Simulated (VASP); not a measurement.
# Co (Fm-3m) in VASP: a series of runs, part 2 of 2

VASP 6.6.1.

## (3) Single point, PBE, collinear spin, ferromagnetic start (10.41 Å³/atom)

This run uses another cell than the first one, of 10.41 Å³/atom.

Input file INCAR:

```
PREC = Accurate
ENCUT = 520
EDIFF = 1E-6
ISMEAR = -1
SIGMA = 0.05
LREAL = F
LASPH = T
NELM = 150
ALGO = Normal
ISIF = 2
LWAVE = F
LCHARG = F
ISPIN = 2
MAGMOM = 2
LORBIT = 11
LMAXMIX = 4
GGA = PE
NBANDS = 14
```

Input file KPOINTS:

```
Automatic mesh
0
Gamma
  13 13 13
```

Input file POSCAR:

```
Co
1.0
    0.0000000000      1.7329157135      1.7329157135
    1.7329157135      0.0000000000      1.7329157135
    1.7329157135      1.7329157135      0.0000000000
Co
1
Direct
    0.0000000000      0.0000000000      0.0000000000
```

Potentials or basis: VASP PAW PBE potentials, release 64 (Co).

The run is started by

```sh
> cat potpaw_PBE.64/Co/POTCAR > POTCAR
> mpirun -np 1 vasp_std > vasp.out
```

OUTCAR:

```text
PREC = Accurate
   ENCUT = 520
   EDIFF = 1E-6
   ISMEAR = -1
   LREAL = F
   LASPH = T
   NELM = 150
   ISIF = 2
   ISPIN = 2
   LORBIT = 11
   GGA = PE

 ion  position               nearest neighbor table
   1  0.000  0.000  0.000-

  LATTYP: Found a face centered cubic cell.
 ALAT       =     3.4658314270

  Lattice vectors:

 A1 = (   0.0000000000,   1.7329157135,   1.7329157135)
 A2 = (   1.7329157135,   0.0000000000,   1.7329157135)
 A3 = (   1.7329157135,   1.7329157135,   0.0000000000)

Analysis of symmetry for initial positions (statically):
=====================================================================
 Subroutine PRICEL returns:
 Original cell was already a primitive cell.

 Routine SETGRP: Setting up the symmetry group for a
 face centered cubic supercell.

 Subroutine GETGRP returns: Found 48 space group operations
 (whereof 48 operations were pure point group operations)
 out of a pool of 48 trial point group operations.

The static configuration has the point symmetry O_h .

Analysis of symmetry for dynamics (positions and initial velocities):
=====================================================================
 Subroutine PRICEL returns:
 Original cell was already a primitive cell.

 Routine SETGRP: Setting up the symmetry group for a
 face centered cubic supercell.

 Subroutine GETGRP returns: Found 48 space group operations
 (whereof 48 operations were pure point group operations)
 out of a pool of 48 trial point group operations.

The dynamic configuration has the point symmetry O_h .

Analysis of structural, dynamic, and magnetic symmetry:
=====================================================================
 Subroutine PRICEL returns:
 Original cell was already a primitive cell.

 Routine SETGRP: Setting up the symmetry group for a
 face centered cubic supercell.

 Subroutine GETGRP returns: Found 48 space group operations
 (whereof 48 operations were pure point group operations)
 out of a pool of 48 trial point group operations.

The overall configuration has the point symmetry O_h .

 Subroutine INISYM returns: Found 48 space group operations
[... 159 lines left out ...]
      7      34.3388      0.00000
      8      39.0089      0.00000
      9      39.0089      0.00000
     10      39.0089      0.00000
     11      42.4151      0.00000
     12      42.4151      0.00000
     13      42.4151      0.00000
     14      44.7432      0.00000
[... 379 lines left out ...]
      3       8.2635      1.00000
      4       8.5059      1.00000
      5      10.2733      1.00000
      6      11.9329      0.00000
      7      19.5820      0.00000
      8      30.1888      0.00000
      9      32.2388      0.00000
     10      34.3005      0.00000
     11      44.0053      0.00000
     12      44.4367      0.00000
     13      46.9580      0.00000
     14      47.8952      0.00000

 [... further k-points ...]

 spin component 2

 k-point     1 :       0.0000    0.0000    0.0000
  band No.  band energies     occupation
      1       1.7213      1.00000
      2       9.7309      1.00000
      3       9.7309      1.00000
      4       9.7309      1.00000
      5      11.2617      0.00174
      6      11.2617      0.00174
      7      34.0515      0.00000
      8      39.1660      0.00000
      9      39.1660      0.00000
     10      39.1660      0.00000
     11      42.7388      0.00000
     12      42.7388      0.00000
     13      42.7388      0.00000
     14      44.4613      0.00000
[... 379 lines left out ...]
      3       9.5549      1.00000
      4      10.2201      1.00000
      5      12.1741      0.00000
      6      13.1600      0.00000
      7      20.2970      0.00000
      8      30.3746      0.00000
      9      32.5846      0.00000
     10      34.5353      0.00000
     11      44.1272      0.00000
     12      44.6584      0.00000
     13      48.1585      0.00000
     14      50.0972      0.00000

 [... further k-points ...]

------------------------ aborting loop because EDIFF is reached ----------------------------------------

  FORCE on cell =-STRESS in cart. coord.  units (eV):
  Direction    XX          YY          ZZ          XY          YZ          ZX
  --------------------------------------------------------------------------------------
  -------------------------------------------------------------------------------------
  Total        0.6693845      0.6693845      0.6693845     -0.0000000      0.0000000     -0.0000000
  in kB      103.0442912    103.0442912    103.0442912     -0.0000000      0.0000000     -0.0000000
  external PRESSURE =     103.0442912 kB  Pullay stress =       0.0000000 kB

 VOLUME and BASIS-vectors are now :
 -----------------------------------------------------------------------------
  energy-cutoff  :      520.00
  volume of cell :       10.41
      direct lattice vectors                 reciprocal lattice vectors
     0.000000000  1.732915713  1.732915713    -0.288531056  0.288531056  0.288531056
     1.732915713  0.000000000  1.732915713     0.288531056 -0.288531056  0.288531056
     1.732915713  1.732915713  0.000000000     0.288531056  0.288531056 -0.288531056

 POSITION                                       TOTAL-FORCE (eV/Angst)
 -----------------------------------------------------------------------------------
      0.00000      0.00000      0.00000         0.000000     -0.000000      0.000000
 -----------------------------------------------------------------------------------
    total drift:                                0.000000     -0.000000     -0.000000

  FREE ENERGIE OF THE ION-ELECTRON SYSTEM (eV)
  ---------------------------------------------------
  free  energy   TOTEN  =        -7.0143392855 eV

  energy  without entropy=       -7.0063404255  energy(sigma->0) =       -7.01033986

 total charge

# of ion       s       p       d       tot
------------------------------------------
    1        0.509   0.561   7.287   8.357

 magnetization (x)

# of ion       s       p       d       tot
------------------------------------------
    1       -0.012  -0.048   1.688   1.628
```

OSZICAR:

```text
N       E                     dE             d eps       ncg     rms          rms(c)
DAV:   1     0.283319608383E+02    0.28332E+02   -0.37609E+03  4864   0.770E+02
DAV:   2    -0.683271767701E+01   -0.35165E+02   -0.32778E+02  5166   0.150E+02
DAV:   3    -0.800563164500E+01   -0.11729E+01   -0.11654E+01  5820   0.287E+01
DAV:   4    -0.801270917541E+01   -0.70775E-02   -0.70756E-02  5834   0.210E+00
DAV:   5    -0.801279538377E+01   -0.86208E-04   -0.86204E-04  6172   0.217E-01    0.110E+01
DAV:   6    -0.718784997549E+01    0.82495E+00   -0.11552E+01  6330   0.383E+01    0.459E+00
DAV:   7    -0.703411207240E+01    0.15374E+00   -0.12063E+00  5668   0.115E+01    0.269E+00
DAV:   8    -0.702136731840E+01    0.12745E-01   -0.11224E-02  6282   0.750E-01    0.135E+00
DAV:   9    -0.701460310359E+01    0.67642E-02   -0.63574E-03  7228   0.555E-01    0.282E-01
DAV:  10    -0.701428717596E+01    0.31593E-03   -0.99008E-04  6836   0.209E-01    0.106E-01
DAV:  11    -0.701433647219E+01   -0.49296E-04   -0.23400E-05  5602   0.336E-02    0.390E-02
DAV:  12    -0.701433877335E+01   -0.23012E-05   -0.44979E-06  6016   0.146E-02    0.807E-03
DAV:  13    -0.701433928548E+01   -0.51213E-06   -0.10238E-06  4270   0.921E-03
   1 F= -.70143393E+01 E0= -.70103399E+01  d E =-.799886E-02  mag=     1.6188
```

It took 42 s on 1 thread of Intel Xeon 8259CL, shared host; peak memory 0.14 GiB.

What came out:

| Item | Value |
| --- | --- |
| Free energy | -7.0143 eV |
| Pressure | 10.3 GPa |
| Net moment | 1.62 μB per cell |
| Site moments | Co +1.63 μB |
| Valence electrons inside the program's atomic spheres | Co 8.36 |

Caveat: the cell stands under pressure.

## (4) Single point, PBE, collinear spin, ferromagnetic start (10.62 Å³/atom)

This run uses another cell than the first one, of 10.62 Å³/atom.

Input file INCAR:

```
SYSTEM = Co
ALGO = Normal
EDIFF = 1E-6
ENCUT = 520
GGA = PE
ISIF = 2
ISMEAR = -1
ISPIN = 2
LASPH = .TRUE.
LCHARG = .FALSE.
LMAXMIX = 4
LORBIT = 11
LREAL = .FALSE.
LWAVE = .FALSE.
MAGMOM = 2
NBANDS = 14
NELM = 150
PREC = Accurate
SIGMA = 0.05
```

Input file KPOINTS:

```
k-points
0
G
  13 13 13
  0 0 0
```

Input file POSCAR:

```
Co
1.0
    0.0000000000      1.7448672340      1.7448672340
    1.7448672340      0.0000000000      1.7448672340
    1.7448672340      1.7448672340      0.0000000000
Co
1
Direct
    0.0000000000      0.0000000000      0.0000000000
```

The run is started by

```sh
> cat potpaw_PBE.64/Co/POTCAR > POTCAR
> mpirun -np 1 vasp_std > vasp.out
```

Wall time 45 s (1 thread of Intel Xeon 8259CL, shared host); peak memory 0.14 GiB.

It converged, with:

```
Free energy                                           : -7.0246 eV
Pressure                                              : 5.1 GPa
Net moment                                            : 1.62 μB per cell
Site moments                                          : Co +1.64 μB
Valence electrons inside the program's atomic spheres : Co 8.31
```

Levels at points of the mesh, in eV from the Fermi level:
Spin up:
```csv
k point,band 2,band 3,band 4,band 5,band 6,band 7,band 8,band 9
"(0.00, 0.00, 0.00)",-2.74,-2.74,-2.74,-1.66,-1.66,23.22,27.73,27.73
```
Spin down:
```tsv
k point	band 2	band 3	band 4	band 5	band 6	band 7
(0.00, 0.00, 0.00)	-1.18	-1.18	-1.18	0.31	0.31	22.92
```

Caveat: the cell stands under pressure.

## (5) Single point, PBE, collinear spin, ferromagnetic start

This run uses another cell than the first one, of 10.84 Å³/atom.

Input file INCAR:

```
SYSTEM = Co
PREC = Accurate ; ENCUT = 520
EDIFF = 1E-6 ; ISMEAR = -1
SIGMA = 0.05 ; LREAL = .False.
LASPH = .True. ; NELM = 150
ALGO = Normal ; ISIF = 2
LWAVE = .False. ; LCHARG = .False.
ISPIN = 2 ; MAGMOM = 2
LORBIT = 11 ; LMAXMIX = 4
GGA = PE ; NBANDS = 14
```

Input file KPOINTS:

```
regular mesh
0
Gamma
  13 13 13
  0 0 0
```

Input file POSCAR:

```
Co
1.0
    0.0000000000      1.7566572351      1.7566572351
    1.7566572351      0.0000000000      1.7566572351
    1.7566572351      1.7566572351      0.0000000000
Co
1
Direct
    0.0000000000      0.0000000000      0.0000000000
```

Potentials or basis: VASP PAW PBE potentials, release 64 (Co).

The run is started by

```sh
> cat potpaw_PBE.64/Co/POTCAR > POTCAR
> mpirun -np 1 vasp_std > vasp.out
```

OUTCAR:

```text
SYSTEM = Co
   PREC = Accurate
   ENCUT = 520
   EDIFF = 1E-6
   ISMEAR = -1
   LREAL = .False.
   LASPH = .True.
   NELM = 150
   ISIF = 2
   ISPIN = 2
   LORBIT = 11
   GGA = PE

 ion  position               nearest neighbor table
   1  0.000  0.000  0.000-

  LATTYP: Found a face centered cubic cell.
 ALAT       =     3.5133144702

  Lattice vectors:

 A1 = (   0.0000000000,   1.7566572351,   1.7566572351)
 A2 = (   1.7566572351,   0.0000000000,   1.7566572351)
 A3 = (   1.7566572351,   1.7566572351,   0.0000000000)

Analysis of symmetry for initial positions (statically):
=====================================================================
 Subroutine PRICEL returns:
 Original cell was already a primitive cell.

 Routine SETGRP: Setting up the symmetry group for a
 face centered cubic supercell.

 Subroutine GETGRP returns: Found 48 space group operations
 (whereof 48 operations were pure point group operations)
 out of a pool of 48 trial point group operations.

The static configuration has the point symmetry O_h .
[... 603 lines left out ...]
      9      37.9174      0.00000
     10      37.9174      0.00000
     11      41.2741      0.00000
     12      41.2741      0.00000
     13      41.2741      0.00000
     14      43.1536      0.00000
[... 379 lines left out ...]
      3       9.0458      1.00000
      4       9.6843      1.00000
      5      11.5231      0.00000
      6      12.4605      0.00000
      7      19.3210      0.00000
      8      29.3138      0.00000
      9      31.3551      0.00000
     10      33.2862      0.00000
     11      42.7456      0.00000
     12      43.2272      0.00000
     13      46.5505      0.00000
     14      49.0615      0.00000

 [... further k-points ...]

------------------------ aborting loop because EDIFF is reached ----------------------------------------

  FORCE on cell =-STRESS in cart. coord.  units (eV):
  Direction    XX          YY          ZZ          XY          YZ          ZX
  --------------------------------------------------------------------------------------
  -------------------------------------------------------------------------------------
  Total        0.0291305      0.0291305      0.0291305      0.0000000      0.0000000      0.0000000
  in kB        4.3049412      4.3049412      4.3049412      0.0000000      0.0000000      0.0000000
  external PRESSURE =       4.3049412 kB  Pullay stress =       0.0000000 kB

 VOLUME and BASIS-vectors are now :
 -----------------------------------------------------------------------------
  energy-cutoff  :      520.00
  volume of cell :       10.84
      direct lattice vectors                 reciprocal lattice vectors
     0.000000000  1.756657235  1.756657235    -0.284631509  0.284631509  0.284631509
     1.756657235  0.000000000  1.756657235     0.284631509 -0.284631509  0.284631509
     1.756657235  1.756657235  0.000000000     0.284631509  0.284631509 -0.284631509

 POSITION                                       TOTAL-FORCE (eV/Angst)
 -----------------------------------------------------------------------------------
      0.00000      0.00000      0.00000         0.000000      0.000000      0.000000
 -----------------------------------------------------------------------------------
    total drift:                               -0.000000     -0.000000     -0.000000

  FREE ENERGIE OF THE ION-ELECTRON SYSTEM (eV)
  ---------------------------------------------------
  free  energy   TOTEN  =        -7.0282630111 eV

  energy  without entropy=       -7.0197861730  energy(sigma->0) =       -7.02402459

 total charge

# of ion       s       p       d       tot
------------------------------------------
    1        0.490   0.524   7.259   8.273

 magnetization (x)

# of ion       s       p       d       tot
------------------------------------------
    1       -0.013  -0.048   1.707   1.647
```

stdout:

```text
POSCAR found type information on POSCAR Co
 POSCAR found :  1 types and       1 ions
 scaLAPACK will be used
 LDA part: xc-table for (Slater+PW92), standard interpolation
 POSCAR, INCAR and KPOINTS ok, starting setup
 FFT: planning ... GRIDC
 FFT: planning ... GRID_SOFT
 FFT: planning ... GRID
 WAVECAR not read
 entering main loop
```

Wall time 49 s (1 thread of Intel Xeon 8259CL, shared host); peak memory 0.14 GiB.

What came out:

| Quantity | Value |
| --- | --- |
| Free energy | -7.0283 eV |
| Pressure | 0.4 GPa |
| Net moment | 1.63 μB per cell |
| Site moments | Co +1.65 μB |
| Valence electrons inside the program's atomic spheres | Co 8.27 |

Levels at points of the mesh, in eV from the Fermi level:
Spin up:
```tsv
k point	band 1	band 2	band 3	band 4	band 5	band 6	band 7	band 8	band 9	band 10
(0.00, 0.00, 0.00)	-9.02	-2.71	-2.71	-2.71	-1.67	-1.67	23.04	27.40	27.40	27.40
```
Spin down:
```
           k point  band 2  band 3  band 4  band 5  band 6  band 7
(0.00, 0.00, 0.00)   -1.15   -1.15   -1.15    0.31    0.31   22.73
```

## (6) Single point, PBE, collinear spin, ferromagnetic start (10.84 Å³/atom)

This run uses another cell than the first one, of 10.84 Å³/atom.

Input file INCAR:

```
PREC = Accurate ; ENCUT = 520
EDIFF = 1E-6 ; ISMEAR = -1
SIGMA = 0.05 ; LREAL = F
LASPH = T ; NELM = 150
ALGO = Normal ; ISIF = 2
LWAVE = F ; LCHARG = F
ISPIN = 2 ; MAGMOM = 2
LORBIT = 11 ; LMAXMIX = 4
GGA = PE ; NBANDS = 14
```

Input file KPOINTS:

```
Automatic mesh
0
Gamma
  13 13 13
```

POSCAR is that of step 5.

Potentials or basis: VASP PAW PBE potentials, release 64 (Co).

The run is started by

```sh
> cat potpaw_PBE.64/Co/POTCAR > POTCAR
> mpirun -np 1 vasp_std > vasp.out
```

Run time: 42 s. Hardware: 1 thread of Intel Xeon 8259CL, shared host; peak memory 0.14 GiB.

It converged, with:

```
Free energy                                           : -7.0283 eV
Pressure                                              : 0.4 GPa
Net moment                                            : 1.63 μB per cell
Site moments                                          : Co +1.65 μB
Valence electrons inside the program's atomic spheres : Co 8.27
```

Levels at points of the mesh, in eV from the Fermi level:
Spin up:
| k point | band 3 | band 4 | band 5 | band 6 | band 7 | band 8 |
| --- | --- | --- | --- | --- | --- | --- |
| (0.00, 0.00, 0.00) | -2.71 | -2.71 | -1.67 | -1.67 | 23.04 | 27.40 |
Spin down:
```
           k point  band 1  band 2  band 3  band 4  band 5  band 6  band 7  band 8  band 9
(0.00, 0.00, 0.00)   -9.00   -1.15   -1.15   -1.15    0.31    0.31   22.73   27.55   27.55
```

## (7) Overview

| cell | gap on the mesh (eV) | pressure (GPa) | moment (μB) |
| --- | --- | --- | --- |
| a = 2.434 Å, angles 60.0°, 1 atom | none | 16.2 | 1.61 |
| a = 2.451 Å, angles 60.0°, 1 atom | none | 10.3 | 1.62 |
| a = 2.468 Å, angles 60.0°, 1 atom | none | 5.1 | 1.62 |
| a = 2.484 Å, angles 60.0°, 1 atom | none | 0.4 | 1.63 |

Alike in all rows: task single point; level PBE; potentials or basis VASP PAW PBE potentials, release 64 (Co); spin collinear, ferromagnetic start; k mesh 13 × 13 × 13; cutoff (eV) 520; smearing fermi-dirac 0.05 eV.

Caveats: the cell stands under pressure (at least some runs).

Absolute energies hang on the potentials; compare differences alone.
